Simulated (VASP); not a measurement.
# BN (P-6m2) in VASP: a series of runs

Runs on BN. Level: r2SCAN. Tasks: single point, relaxation of cell and atoms.

Everything below comes from runs of VASP 6.6.1. Logs are shortened: lines on timing, memory, paths and dates and some standing lists are left out, and cuts for length are marked.

**1. The cell of the first run**

It takes space group P-6m2 (No. 187, hexagonal). The conventional cell has a = 2.501 Å, b = 2.501 Å, c = 6.857 Å, α = 90.00°, β = 90.00°, γ = 120.00°. Within 1.9 Å of B (site symmetry -6m2) lie 3 N at 1.44 Å. B (site symmetry -6m2) has 3 N at 1.44 Å within 1.9 Å. Within 1.9 Å of N (site symmetry -6m2) lie 3 B at 1.44 Å. Within 1.9 Å of N (site symmetry -6m2) lie 3 B at 1.44 Å.

**2. Single point, r2SCAN**

The input, POSCAR:

```
BN
1.0
    2.5005979699      0.0000000000      0.0000000000
   -1.2502989849      2.1655813666      0.0000000000
    0.0000000000      0.0000000000      6.8573944220
B N
2 2
Direct
    0.0000000000      0.0000000000      0.0000000000
    0.3333333333      0.6666666667      0.5000000000
    0.3333333333      0.6666666667      0.0000000000
    0.6666666667      0.3333333333      0.5000000000
```

The input, INCAR.step1:

```
  PREC = Accurate
  ENCUT = 520
  ISMEAR = 0
  SIGMA = 0.02
  LREAL = False
  LASPH = True
  NELM = 100
  NBANDS = 16
  GGA = PE
  ALGO = Normal
  EDIFF = 1E-4
  LWAVE = True
  LCHARG = False
```

The input, INCAR.step2:

```
  PREC = Accurate
  ENCUT = 520
  EDIFF = 1E-7
  ISMEAR = 0
  SIGMA = 0.02
  LREAL = False
  LASPH = True
  NELM = 100
  ALGO = Normal
  ISIF = 2
  LWAVE = False
  LCHARG = False
  METAGGA = R2SCAN
  LMIXTAU = True
  NBANDS = 16
  ISTART = 1
```

The input, KPOINTS:

```
Automatic mesh
0
Gamma
  12 12 4
```

Potentials or basis: VASP PAW PBE potentials, release 64 (B, N).

On the command line:

```
$ cat potpaw_PBE.64/B/POTCAR potpaw_PBE.64/N/POTCAR > POTCAR
$ cp INCAR.step1 INCAR
$ mpirun -np 1 vasp_std > vasp.out
$ cp INCAR.step2 INCAR
$ mpirun -np 1 vasp_std > vasp.out
```

OUTCAR:

```text
PREC = Accurate
   ENCUT = 520
   EDIFF = 1E-7
   ISMEAR = 0
   LREAL = False
   LASPH = True
   NELM = 100
   ISIF = 2
   METAGGA = R2SCAN
   ISTART = 1

 ion  position               nearest neighbor table
   1  0.000  0.000  0.000-   3 1.44   3 1.44   3 1.44
   2  0.333  0.667  0.500-   4 1.44   4 1.44   4 1.44
   3  0.333  0.667  0.000-   1 1.44   1 1.44   1 1.44
   4  0.667  0.333  0.500-   2 1.44   2 1.44   2 1.44

  LATTYP: Found a hexagonal cell.
 ALAT       =     2.5005979699
 C/A-ratio  =     2.7423018432

  Lattice vectors:

 A1 = (   2.5005979699,   0.0000000000,   0.0000000000)
 A2 = (  -1.2502989849,   2.1655813666,   0.0000000000)
 A3 = (   0.0000000000,   0.0000000000,   6.8573944220)

Analysis of symmetry for initial positions (statically):
=====================================================================
 Subroutine PRICEL returns:
 Original cell was already a primitive cell.

 Routine SETGRP: Setting up the symmetry group for a
 hexagonal supercell.

 Subroutine GETGRP returns: Found 12 space group operations
 (whereof 12 operations were pure point group operations)
 out of a pool of 24 trial point group operations.

The static configuration has the point symmetry D_3h.

Analysis of symmetry for dynamics (positions and initial velocities):
=====================================================================
 Subroutine PRICEL returns:
 Original cell was already a primitive cell.

 Routine SETGRP: Setting up the symmetry group for a
 hexagonal supercell.

 Subroutine GETGRP returns: Found 12 space group operations
 (whereof 12 operations were pure point group operations)
 out of a pool of 24 trial point group operations.

The dynamic configuration has the point symmetry D_3h.

 Subroutine INISYM returns: Found 12 space group operations
 (whereof 12 operations are pure point group operations),
 and found     1 'primitive' translations

----------------------------------------------------------------------------------------

                                     Primitive cell

  volume of cell :      37.1345

  direct lattice vectors                    reciprocal lattice vectors
     2.500597970  0.000000000  0.000000000     0.399904348  0.230884883  0.000000000
    -1.250298985  2.165581367  0.000000000     0.000000000  0.461769766  0.000000000
     0.000000000  0.000000000  6.857394422     0.000000000  0.000000000  0.145827983

  length of vectors
     2.500597970  2.500597970  6.857394422     0.461769766  0.461769766  0.145827983

  position of ions in fractional coordinates (direct lattice)
     0.000000000  0.000000000  0.000000000
     0.333333333  0.666666667  0.500000000
     0.333333333  0.666666667  0.000000000
     0.666666667  0.333333333  0.500000000

  ion indices of the primitive-cell ions
   primitive index   ion index
                 1           1
                 2           2
                 3           3
                 4           4

----------------------------------------------------------------------------------------

 KPOINTS: Automatic mesh

Automatic generation of k-mesh.
 Grid dimensions read from file:
 generate k-points for:   12   12    4

 Generating k-lattice:

  Cartesian coordinates                     Fractional coordinates (reciprocal lattice)
     0.033325362  0.019240407  0.000000000     0.083333333  0.000000000  0.000000000
     0.000000000  0.038480814  0.000000000     0.000000000  0.083333333  0.000000000
     0.000000000  0.000000000  0.036456996     0.000000000  0.000000000  0.250000000

  Length of vectors
     0.038480814  0.038480814  0.036456996

  Shift w.r.t. Gamma in fractional coordinates (k-lattice)
     0.000000000  0.000000000  0.000000000

 Subroutine IBZKPT returns following result:
 ===========================================

 Found     57 irreducible k-points:

 Following reciprocal coordinates:
            Coordinates               Weight
  0.000000  0.000000  0.000000      1.000000
  0.083333  0.000000  0.000000      6.000000
  0.166667  0.000000  0.000000      6.000000
  0.250000  0.000000  0.000000      6.000000
  0.333333 -0.000000  0.000000      6.000000
  0.416667 -0.000000  0.000000      6.000000
[... 16 lines left out ...]
  0.250000  0.000000  0.250000     12.000000
  0.333333 -0.000000  0.250000     12.000000
 [... further k-points ...]
   k-points           NKPTS =     57   k-points in BZ     NKDIM =     57   number of bands    NBANDS=     16
   number of dos      NEDOS =    301   number of ions     NIONS =      4
   total plane-waves  NPLWV =  21600
   dimension x,y,z NGX =    20 NGY =   20 NGZ =   54
   dimension x,y,z NGXF=    40 NGYF=   40 NGZF=  108
   ions per type =               2   2
   NGX,Y,Z   is equivalent  to a cutoff of  13.30, 13.30, 13.09 a.u.
   NGXF,Y,Z  is equivalent  to a cutoff of  26.59, 26.59, 26.18 a.u.
 SYSTEM =  unknown system
   PREC   = accura    normal or accurate (medium, high low for compatibility)
   ISTART =      1    job   : 0-new  1-cont  2-samecut
   ICHARG =      0    charge: 1-file 2-atom 10-const
   ISPIN  =      1    spin polarized calculation?
   LNONCOLLINEAR =      F non collinear calculations
   LSORBIT =      F    spin-orbit coupling
   LASPH  =      T    aspherical Exc in radial PAW
   ENCUT  =  520.0 eV  38.22 Ry    6.18 a.u.   4.65  4.65 12.75*2*pi/ulx,y,z
   NELM   =    100;   NELMIN=  2; NELMDL=  0     # of ELM steps
   EDIFF  = 0.1E-06   stopping-criterion for ELM
   LREAL  =      F    real-space projection
   EDIFFG = 0.1E-05   stopping-criterion for IOM
   NSW    =      0    number of steps for IOM
   IBRION =     -1    ionic relax: 0-MD 1-quasi-New 2-CG
   NFREE  =      0    steps in history (QN), initial steepest desc. (CG)
   ISIF   =      2    stress and relaxation
   ISYM   =      2    0-nonsym 1-usesym 2-fastsym
   POTIM  = 0.5000    time-step for ionic-motion
   TEBEG  =    0.0;   TEEND  =   0.0 temperature during run
   PSTRESS=    0.0 pullay stress
   NELECT =      16.0000    total number of electrons
   NUPDOWN=      -1.0000    fix difference up-down
   EMIN   =  10.00;   EMAX   =-10.00  energy-range for DOS
   EFERMI =   0.00;   METHOD = LEGACY
   ISMEAR =     0;   SIGMA  =   0.02  broadening in eV -4-tet -1-fermi 0-gaus
   EFERMI_NEDOS =   21; number of points for ismear=-14 and -15
   IALGO  =     38    algorithm
   IMIX   =      4    mixing-type and parameters
     AMIX     =   0.40;   BMIX     =  1.00
     AMIX_MAG =   1.60;   BMIX_MAG =  1.00
  volume/ion in A,a.u.               =       9.28        62.65
  Fermi-wavevector in a.u.,A,eV,Ry     =   1.236485  2.336619 20.801895  1.528896
  Thomas-Fermi vector in A             =   2.371092
   LORBIT       =      0    0 simple, 1 ext, 2 COOP (PROOUT), +10 PAW based schemes
   METAGGA = R2SCAN    functional components
   LHFCALC =     F    Hartree Fock is set to
   AEXX    =    0.0000 exact exchange contribution
   IVDW    =     0    specifies the selected vdW correction
   LEPSILON=     F    determine dielectric tensor
   LRPA    =     F    only Hartree local field effects (RPA)
 non-spin polarized calculation
 Gauss-broadening in eV      SIGMA  =   0.02
  energy-cutoff  :      520.00
  volume of cell :       37.13
 maximum number of plane-waves:      1022
 NGX is ok and might be reduce to    20
   NGX =  9   NGY =  9   NGZ = 25

 number of electron      16.0000000 magnetization

 Free energy of the ion-electron system (eV)
  ---------------------------------------------------
  ext. energy  EPLUGINS =         0.00000000
  ---------------------------------------------------
  free energy    TOTEN  =       -38.59660261 eV

  energy without entropy =      -38.59660261  energy(sigma->0) =      -38.59660261

 E-fermi :   1.9752     XC(G=0): -10.5313

 val. band max:        1.8112798980   @ k =   0.3333   0.3333   0.5000
 cond. band min:       6.7923858195   @ k =   0.5000   0.0000   0.0000
 fundamental gap:      4.9811059214
 Fermi energy:         1.9752352662

 k-point     1 :       0.0000    0.0000    0.0000
  band No.  band energies     occupation
      1     -17.0239      2.00000
      2     -16.7885      2.00000
      3      -4.4859      2.00000
      4      -2.6293      2.00000
      5       0.3959      2.00000
      6       0.3959      2.00000
[... 8 lines left out ...]
     15      14.7368      0.00000
     16      16.1735      0.00000

 k-point     2 :       0.0833    0.0000    0.0000
  band No.  band energies     occupation
      1     -16.8823      2.00000
      2     -16.6505      2.00000
      3      -4.2912      2.00000
      4      -2.4527      2.00000
      5      -0.1947      2.00000
      6      -0.1184      2.00000
[... 8 lines left out ...]
     15      15.2493      0.00000
     16      15.6443      0.00000

 k-point     3 :       0.1667    0.0000    0.0000
  band No.  band energies     occupation
      1     -16.4658      2.00000
      2     -16.2445      2.00000
      3      -3.7141      2.00000
      4      -1.9344      2.00000
      5      -1.6853      2.00000
      6      -1.6017      2.00000
[... 8 lines left out ...]
     15      16.4672      0.00000
     16      16.5452      0.00000

 k-point     4 :       0.2500    0.0000    0.0000
  band No.  band energies     occupation
      1     -15.8040      2.00000
      2     -15.6010      2.00000
      3      -3.5714      2.00000
      4      -3.4739      2.00000
      5      -2.7810      2.00000
      6      -1.3014      2.00000
[... 8 lines left out ...]
     15      17.8732      0.00000
     16      18.8633      0.00000
[... 324 lines left out ...]
 k-point    22 :       0.1667    0.0000    0.2500
  band No.  band energies     occupation
      1     -16.4384      2.00000
      2     -16.2742      2.00000
      3      -3.4965      2.00000
      4      -2.2615      2.00000
      5      -1.6727      2.00000
      6      -1.5927      2.00000
[... 8 lines left out ...]
     15      16.4574      0.00000
     16      16.5379      0.00000

 k-point    23 :       0.2500    0.0000    0.2500
  band No.  band energies     occupation
      1     -15.7794      2.00000
      2     -15.6273      2.00000
      3      -3.5710      2.00000
      4      -3.4883      2.00000
      5      -2.5608      2.00000
      6      -1.3966      2.00000
[... 8 lines left out ...]
     15      18.8707      0.00000
     16      18.9573      0.00000

 k-point    24 :       0.3333   -0.0000    0.2500
  band No.  band energies     occupation
      1     -14.9505      2.00000
      2     -14.8170      2.00000
      3      -5.4362      2.00000
      4      -5.3424      2.00000
      5      -1.9561      2.00000
      6      -1.8766      2.00000
[... 8 lines left out ...]
     15      19.3597      0.00000
     16      21.0386      0.00000

 [... further k-points ...]
[... 5 lines left out ...]
  --------------------------------------------------------------------------------------
  -------------------------------------------------------------------------------------
  Total        0.1727845      0.1727845     -0.0557225      0.0000000     -0.0000000      0.0000000
  in kB        7.4548304      7.4548304     -2.4041600      0.0000000     -0.0000000      0.0000000
  external PRESSURE =       4.1685003 kB  Pullay stress =       0.0000000 kB

 VOLUME and BASIS-vectors are now :
 -----------------------------------------------------------------------------
  energy-cutoff  :      520.00
  volume of cell :       37.13
      direct lattice vectors                 reciprocal lattice vectors
     2.500597970  0.000000000  0.000000000     0.399904348  0.230884883  0.000000000
    -1.250298985  2.165581367  0.000000000     0.000000000  0.461769766  0.000000000
     0.000000000  0.000000000  6.857394422     0.000000000  0.000000000  0.145827983

 POSITION                                       TOTAL-FORCE (eV/Angst)
 -----------------------------------------------------------------------------------
      0.00000      0.00000      0.00000        -0.000000      0.000000      0.000000
     -0.00000      1.44372      3.42870         0.000000     -0.000000      0.000000
     -0.00000      1.44372      0.00000         0.000000      0.000000      0.000000
      1.25030      0.72186      3.42870         0.000000      0.000000      0.000000
 -----------------------------------------------------------------------------------
    total drift:                                0.000001     -0.000000      0.000000

  FREE ENERGIE OF THE ION-ELECTRON SYSTEM (eV)
  ---------------------------------------------------
  free  energy   TOTEN  =       -38.5966026123 eV

  energy  without entropy=      -38.5966026123  energy(sigma->0) =      -38.59660261
```

It took 1.8 min on 1 thread of AMD EPYC 7R13 (Zen 3), shared host; peak memory 0.14 GiB.

Results:

```yaml
Free_energy: -38.5966 eV
Pressure: 0.4 GPa
Band_gap_on_the_k_mesh: 4.98 eV, indirect (least direct gap 5.23 eV)
```

Stress tensor (GPa, compression positive):
```
 0.75  0.00  0.00
 0.00  0.75  0.00
 0.00  0.00 -0.24
```

Levels at points of the mesh, in eV from the valence-band top:
```tsv
k point	band 5	band 6	band 7	band 8	band 9	band 10	band 11	band 12
(0.00, 0.00, 0.00)	-1.42	-1.42	-1.34	-1.34	5.37	10.58	12.31	12.31
(0.50, 0.00, 0.00)	-4.35	-4.26	-1.25	-0.72	4.98	6.09	10.34	10.45
(0.00, 0.00, 0.50)	-1.41	-1.41	-1.34	-1.34	7.67	7.69	12.32	12.32
(0.50, 0.00, 0.50)	-4.34	-4.27	-0.99	-0.92	5.28	5.33	10.60	10.64
```

Caveat: the PAW data sets were made with another functional, which shifts forces and pressure a little.

**3. Relaxation of cell and atoms, r2SCAN**

This run uses another cell than the first one, of 9.17 Å³/atom, 0.988 times its volume.

The input, POSCAR:

```
BN
1.0
    2.5022255373      0.0000000000      0.0000000000
   -1.2511127686      2.1669908813      0.0000000000
    0.0000000000      0.0000000000      6.7656542400
B N
2 2
Direct
    0.0000000000      0.0000000000      0.0000000000
    0.3333333300      0.6666666700      0.5000000000
    0.3333333300      0.6666666700      0.0000000000
    0.6666666700      0.3333333300      0.5000000000
```

The input, INCAR.step1:

```
SYSTEM = BN
PREC = Accurate
ENCUT = 600
ISMEAR = 0
SIGMA = 0.02
LREAL = .False.
LASPH = .True.
NELM = 60
GGA = PE
ALGO = Normal
EDIFF = 1E-4
LWAVE = .True.
LCHARG = .False.
```

The input, INCAR.step2:

```
SYSTEM = BN
PREC = Accurate
ENCUT = 600
EDIFF = 1E-6
ISMEAR = 0
SIGMA = 0.02
LREAL = .False.
LASPH = .True.
NELM = 60
ALGO = Normal
ISIF = 3
LWAVE = .False.
LCHARG = .False.
METAGGA = R2SCAN
LMIXTAU = .True.
IBRION = 2
NSW = 100
EDIFFG = -0.005
ISTART = 1
```

The input, KPOINTS:

```
Automatic mesh
0
Gamma
  12 12 4
  0 0 0
```

Potentials or basis: VASP PAW PBE potentials, release 64 (B, N).

On the command line:

```
$ cat potpaw_PBE.64/B/POTCAR potpaw_PBE.64/N/POTCAR > POTCAR
$ cp INCAR.step1 INCAR
$ mpirun -np 1 vasp_std > vasp.out
$ cp INCAR.step2 INCAR
$ mpirun -np 1 vasp_std > vasp.out
```

It took 9.1 min on 1 thread of AMD EPYC 7R13 (Zen 3), shared host; peak memory 0.14 GiB.

It converged, with:

```
Free energy                            : -38.6001 eV
Relaxed volume                         : 9.25 Å³/atom
Relaxed cell                           : a = 2.502 Å, b = 2.502 Å, c = 6.822 Å, α = 90.00°, β = 90.00°, γ = 120.00°
Space group after relaxing (to 0.05 Å) : P-6m2 (No. 187)
Energy gained by relaxing              : 0.0 meV/atom
Ionic steps                            : 11
Pressure after relaxing                : 0.0 GPa
Band gap on the k mesh                 : 4.97 eV, indirect (least direct gap 5.21 eV)
```

The path:
```
step  energy change (eV)  largest force (eV/Å)  pressure (GPa)  volume (Å³)
   1              0.0000                0.0000            0.08        36.69
   2              0.0000                0.0000            0.03        36.71
   3             -0.0001                0.0000           -0.13        36.79
   4             -0.0001                0.0000           -0.47        36.94
   5             -0.0001                0.0000           -0.25        36.85
   6             -0.0001                0.0000           -0.26        36.85
   7             -0.0001                0.0000           -0.22        36.86
   8             -0.0001                0.0000           -0.18        36.88
   9             -0.0002                0.0000           -0.10        36.92
  10             -0.0002                0.0000            0.08        37.00
  11             -0.0002                0.0000            0.04        36.99
```

Final structure:
```yaml
crystal:
  lattice:
    - [2.50217, 0.00000, 0.00000]
    - [-1.25108, 2.16694, 0.00000]
    - [0.00000, 0.00000, 6.82188]
  atoms:
    - { symbol: B, position: [0.00000, 0.00000, 0.00000] }
    - { symbol: B, position: [0.33333, 0.66667, 0.50000] }
    - { symbol: N, position: [0.33333, 0.66667, 0.00000] }
    - { symbol: N, position: [0.66667, 0.33333, 0.50000] }
```

Levels at points of the mesh, in eV from the valence-band top:
```tsv
k point	band 6	band 7	band 8	band 9	band 10	band 11
(0.00, 0.00, 0.00)	-1.42	-1.34	-1.34	5.40	10.65	12.29
(0.50, 0.00, 0.00)	-4.26	-1.26	-0.72	4.97	6.11	10.32
(0.00, 0.00, 0.50)	-1.42	-1.34	-1.34	7.72	7.75	12.30
(0.50, 0.00, 0.50)	-4.27	-0.99	-0.92	5.27	5.32	10.58
```

Caveat: the PAW data sets were made with another functional, which shifts forces and pressure a little. r2SCAN opens gaps a little over a GGA but as a rule still falls short of measured ones.
